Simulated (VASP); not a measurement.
# Na (P6/mmm) in VASP: further runs

The runs below take Na through single point, with LDA.

All numbers are computed with VASP 6.6.1; they aren't measurements. Logs are shortened: lines on timing, memory, paths and dates and some standing lists are left out, and cuts for length are marked.

### Step 1. The cell of the first run

The structure is hexagonal, space group P6/mmm (No. 191). Conventional cell: a = 5.816 Å, b = 5.816 Å, c = 3.439 Å, α = 90.00°, β = 90.00°, γ = 120.00°. Na (site symmetry 6/mmm) has 14 Na at 3.44 to 3.77 Å within 4.5 Å. Na (site symmetry -6m2) has 11 Na at 3.36 to 3.77 Å within 4.4 Å.

### Step 2. Single point, LDA

Contents of INCAR:

```
PREC     = Accurate       # precision mode
ENCUT    = 520            # plane-wave cutoff, eV
EDIFF    = 1E-6           # SCF threshold, eV
ISMEAR   = -1             # smearing method
SIGMA    = 0.1            # smearing width, eV
LREAL    = F              # projectors in reciprocal space
LASPH    = T              # aspherical terms in the spheres
NELM     = 100            # most SCF steps
ALGO     = Normal         # electronic algorithm
ISIF     = 2              # what is computed and relaxed
LWAVE    = F              # write WAVECAR
LCHARG   = T              # write CHGCAR
LELF     = T              # ELF
LVHAR    = T            
NBANDS   = 18             # bands
```

Contents of KPOINTS:

```
regular mesh
0
Gamma
  7 7 10
```

Contents of POSCAR:

```
Na
1.0
    5.8155689108      0.0000000000      0.0000000000
   -2.9077844554      5.0364304142      0.0000000000
    0.0000000000      0.0000000000      3.4388389685
Na
3
Direct
    1.0000000000      1.0000000000      0.0000000000
    0.3333333333      0.6666666667      0.5000000000
    0.6666666667      0.3333333333      0.5000000000
```

Potentials or basis: VASP PAW LDA potentials, release 64 (Na_pv).

Started as:

```console
cat potpaw_LDA.64/Na_pv/POTCAR > POTCAR
mpirun -np 1 vasp_std > vasp.out
```

OUTCAR:

```text
PREC = Accurate
   ENCUT = 520
   EDIFF = 1E-6
   ISMEAR = -1
   LREAL = F
   LASPH = T
   NELM = 100
   ISIF = 2

 ion  position               nearest neighbor table
   1  0.000  0.000  0.000-
   2  0.333  0.667  0.500-
   3  0.667  0.333  0.500-

  LATTYP: Found a hexagonal cell.
 ALAT       =     5.8155689108
 C/A-ratio  =     0.5913160039

  Lattice vectors:

 A1 = (   5.8155689108,   0.0000000000,   0.0000000000)
 A2 = (  -2.9077844554,   5.0364304142,   0.0000000000)
 A3 = (   0.0000000000,   0.0000000000,   3.4388389685)

Analysis of symmetry for initial positions (statically):
=====================================================================
 Subroutine PRICEL returns:
 Original cell was already a primitive cell.

 Routine SETGRP: Setting up the symmetry group for a
 hexagonal supercell.

 Subroutine GETGRP returns: Found 24 space group operations
 (whereof 24 operations were pure point group operations)
 out of a pool of 24 trial point group operations.

The static configuration has the point symmetry D_6h.

Analysis of symmetry for dynamics (positions and initial velocities):
=====================================================================
 Subroutine PRICEL returns:
 Original cell was already a primitive cell.

 Routine SETGRP: Setting up the symmetry group for a
 hexagonal supercell.

 Subroutine GETGRP returns: Found 24 space group operations
 (whereof 24 operations were pure point group operations)
 out of a pool of 24 trial point group operations.

The dynamic configuration has the point symmetry D_6h.

 Subroutine INISYM returns: Found 24 space group operations
 (whereof 24 operations are pure point group operations),
 and found     1 'primitive' translations

----------------------------------------------------------------------------------------

                                     Primitive cell

  volume of cell :     100.7226

  direct lattice vectors                    reciprocal lattice vectors
     5.815568911  0.000000000  0.000000000     0.171952223  0.099276662  0.000000000
    -2.907784455  5.036430414  0.000000000     0.000000000  0.198553324  0.000000000
     0.000000000  0.000000000  3.438838968     0.000000000  0.000000000  0.290795821

  length of vectors
[... 73 lines left out ...]
   NGXF,Y,Z  is equivalent  to a cutoff of  27.44, 27.44, 27.07 a.u.
 SYSTEM =  unknown system
   PREC   = accura    normal or accurate (medium, high low for compatibility)
   ISTART =      0    job   : 0-new  1-cont  2-samecut
   ICHARG =      2    charge: 1-file 2-atom 10-const
   ISPIN  =      1    spin polarized calculation?
   LNONCOLLINEAR =      F non collinear calculations
   LSORBIT =      F    spin-orbit coupling
   LASPH  =      T    aspherical Exc in radial PAW
   ENCUT  =  520.0 eV  38.22 Ry    6.18 a.u.  10.81 10.81  6.39*2*pi/ulx,y,z
   NELM   =    100;   NELMIN=  2; NELMDL= -5     # of ELM steps
   EDIFF  = 0.1E-05   stopping-criterion for ELM
   LREAL  =      F    real-space projection
   EDIFFG = 0.1E-04   stopping-criterion for IOM
   NSW    =      0    number of steps for IOM
   IBRION =     -1    ionic relax: 0-MD 1-quasi-New 2-CG
   NFREE  =      0    steps in history (QN), initial steepest desc. (CG)
   ISIF   =      2    stress and relaxation
   ISYM   =      2    0-nonsym 1-usesym 2-fastsym
   POTIM  = 0.5000    time-step for ionic-motion
   TEBEG  =    0.0;   TEEND  =   0.0 temperature during run
   PSTRESS=    0.0 pullay stress
   NELECT =      21.0000    total number of electrons
   NUPDOWN=      -1.0000    fix difference up-down
   EMIN   =  10.00;   EMAX   =-10.00  energy-range for DOS
   EFERMI =   0.00;   METHOD = LEGACY
   ISMEAR =    -1;   SIGMA  =   0.10  broadening in eV -4-tet -1-fermi 0-gaus
   EFERMI_NEDOS =   21; number of points for ismear=-14 and -15
   IALGO  =     38    algorithm
   IMIX   =      4    mixing-type and parameters
     AMIX     =   0.40;   BMIX     =  1.00
     AMIX_MAG =   1.60;   BMIX_MAG =  1.00
  volume/ion in A,a.u.               =      33.57       226.57
  Fermi-wavevector in a.u.,A,eV,Ry     =   0.970746  1.834444 12.821422  0.942348
  Thomas-Fermi vector in A             =   2.100906
   LORBIT       =      0    0 simple, 1 ext, 2 COOP (PROOUT), +10 PAW based schemes
   GGA     = CA    functional components
   LHFCALC =     F    Hartree Fock is set to
   AEXX    =    0.0000 exact exchange contribution
   IVDW    =     0    specifies the selected vdW correction
   LEPSILON=     F    determine dielectric tensor
   LRPA    =     F    only Hartree local field effects (RPA)
 non-spin polarized calculation
  energy-cutoff  :      520.00
  volume of cell :      100.72
 maximum number of plane-waves:      2749
 NGX is ok and might be reduce to    48
   NGX = 21   NGY = 21   NGZ = 13

 number of electron      20.9999986 magnetization

 Free energy of the ion-electron system (eV)
  ---------------------------------------------------
  ext. energy  EPLUGINS =         0.00000000
  ---------------------------------------------------
  free energy    TOTEN  =        -4.34527751 eV

  energy without entropy =       -4.29274749  energy(sigma->0) =       -4.31901250

 E-fermi :   0.4655     XC(G=0):  -7.0109

 val. band max:        0.4437688594   @ k =   0.2857   0.2857   0.4000
 cond. band min:       0.4678890645   @ k =   0.2857   0.1429   0.1000
 fundamental gap:      0.0241202051
 Fermi energy:         0.4654638133

 k-point     1 :       0.0000    0.0000    0.0000
  band No.  band energies     occupation
      1     -24.5077      2.00000
      2     -24.5077      2.00000
      3     -24.4721      2.00000
      4     -24.4721      2.00000
      5     -24.4672      2.00000
      6     -24.4595      2.00000
[... 481 lines left out ...]
      5     -24.4777      2.00000
      6     -24.4646      2.00000
[... 10 lines left out ...]
     17       7.0543      0.00000
     18       7.2200      0.00000

 [... further k-points ...]
[... 5 lines left out ...]
  --------------------------------------------------------------------------------------
  -------------------------------------------------------------------------------------
  Total       -0.0435081     -0.0435081      0.0785102      0.0000000      0.0000000      0.0000000
  in kB       -0.6920765     -0.6920765      1.2488487      0.0000000      0.0000000      0.0000000
  external PRESSURE =      -0.0451014 kB  Pullay stress =       0.0000000 kB

 VOLUME and BASIS-vectors are now :
 -----------------------------------------------------------------------------
  energy-cutoff  :      520.00
  volume of cell :      100.72
      direct lattice vectors                 reciprocal lattice vectors
     5.815568911  0.000000000  0.000000000     0.171952223  0.099276662  0.000000000
    -2.907784455  5.036430414  0.000000000     0.000000000  0.198553324  0.000000000
     0.000000000  0.000000000  3.438838968     0.000000000  0.000000000  0.290795821

 POSITION                                       TOTAL-FORCE (eV/Angst)
 -----------------------------------------------------------------------------------
      0.00000      0.00000      0.00000         0.000000      0.000000      0.000000
     -0.00000      3.35762      1.71942         0.000000     -0.000000     -0.000000
      2.90778      1.67881      1.71942        -0.000000      0.000000      0.000000
 -----------------------------------------------------------------------------------
    total drift:                               -0.000000      0.000000     -0.000000

  FREE ENERGIE OF THE ION-ELECTRON SYSTEM (eV)
  ---------------------------------------------------
  free  energy   TOTEN  =        -4.3452775149 eV

  energy  without entropy=       -4.2927474904  energy(sigma->0) =       -4.31901250
```

OSZICAR:

```text
N       E                     dE             d eps       ncg     rms          rms(c)
DAV:   1     0.166866039995E+03    0.16687E+03   -0.11152E+04  1736   0.111E+03
DAV:   2     0.394645796076E+01   -0.16292E+03   -0.16111E+03  1740   0.320E+02
DAV:   3    -0.423314439523E+01   -0.81796E+01   -0.81476E+01  2042   0.885E+01
DAV:   4    -0.434946502759E+01   -0.11632E+00   -0.11631E+00  2034   0.111E+01
DAV:   5    -0.435204517847E+01   -0.25802E-02   -0.25801E-02  1998   0.164E+00    0.362E-01
DAV:   6    -0.434781172395E+01    0.42335E-02   -0.26174E-03  2200   0.670E-01    0.235E-01
DAV:   7    -0.434532234976E+01    0.24894E-02   -0.33468E-03  2118   0.650E-01    0.386E-02
DAV:   8    -0.434527738111E+01    0.44969E-04   -0.40364E-04  2006   0.325E-01    0.587E-03
DAV:   9    -0.434527741023E+01   -0.29122E-07   -0.10519E-05  2086   0.480E-02    0.265E-03
DAV:  10    -0.434527751495E+01   -0.10472E-06   -0.97594E-07  1282   0.148E-02
   1 F= -.43452775E+01 E0= -.43190125E+01  d E =-.525300E-01
```

Run time: 1.8 min. Hardware: 1 thread of AMD EPYC 7R13, shared host; peak memory 0.18 GiB.

What came out:

```
Free energy : -4.3453 eV
Pressure    : 0.0 GPa
```

Levels at points of the mesh, in eV from the Fermi level:
| k point | band 6 | band 7 | band 8 | band 9 | band 10 | band 11 | band 12 | band 13 | band 14 | band 15 |
| --- | --- | --- | --- | --- | --- | --- | --- | --- | --- | --- |
| (0.00, 0.00, 0.00) | -24.92 | -24.85 | -24.85 | -24.84 | -3.51 | 2.03 | 2.03 | 2.04 | 2.04 | 3.04 |
| (0.00, 0.00, 0.50) | -24.93 | -24.89 | -24.85 | -24.85 | -0.33 | -0.31 | 4.71 | 4.71 | 4.88 | 4.88 |

### Step 3. Single point, LDA (volume scaled by 1.04)

Contents of INCAR:

```
SYSTEM = Na
PREC = Accurate
ENCUT = 520
EDIFF = 1E-7
ISMEAR = -1
SIGMA = 0.1
LREAL = .FALSE.
LASPH = .TRUE.
NELM = 100
ALGO = Normal
ISIF = 2
LWAVE = .FALSE.
LCHARG = .FALSE.
GGA = CA
NBANDS = 18
```

Contents of KPOINTS:

```
regular mesh
0
G
  7 7 10
  0 0 0
```

Contents of POSCAR:

```
Na
1.0
    5.8920983305      0.0000000000      0.0000000000
   -2.9460491653      5.1027068358      0.0000000000
    0.0000000000      0.0000000000      3.4840920391
Na
3
Direct
    1.0000000000      1.0000000000      0.0000000000
    0.3333333333      0.6666666667      0.5000000000
    0.6666666667      0.3333333333      0.5000000000
```

Potentials or basis: VASP PAW LDA potentials, release 64 (Na_pv).

Started as:

```console
cat potpaw_LDA.64/Na_pv/POTCAR > POTCAR
mpirun -np 1 vasp_std > vasp.out
```

Run time: 2.1 min. Hardware: 1 thread of AMD EPYC 7R13, shared host; peak memory 0.19 GiB.

Results (log left out):

```yaml
Free_energy: -4.3413 eV
Pressure: -0.3 GPa
```

Stress tensor (GPa, compression positive):
```
-0.39  0.00  0.00
 0.00 -0.39  0.00
 0.00  0.00 -0.20
```

Levels at points of the mesh, in eV from the Fermi level:
```
           k point  band 8  band 9  band 10  band 11  band 12  band 13
(0.00, 0.00, 0.00)  -24.88  -24.87    -3.42     2.00     2.00     2.01
(0.00, 0.00, 0.50)  -24.88  -24.88    -0.33    -0.29     4.63     4.63
```
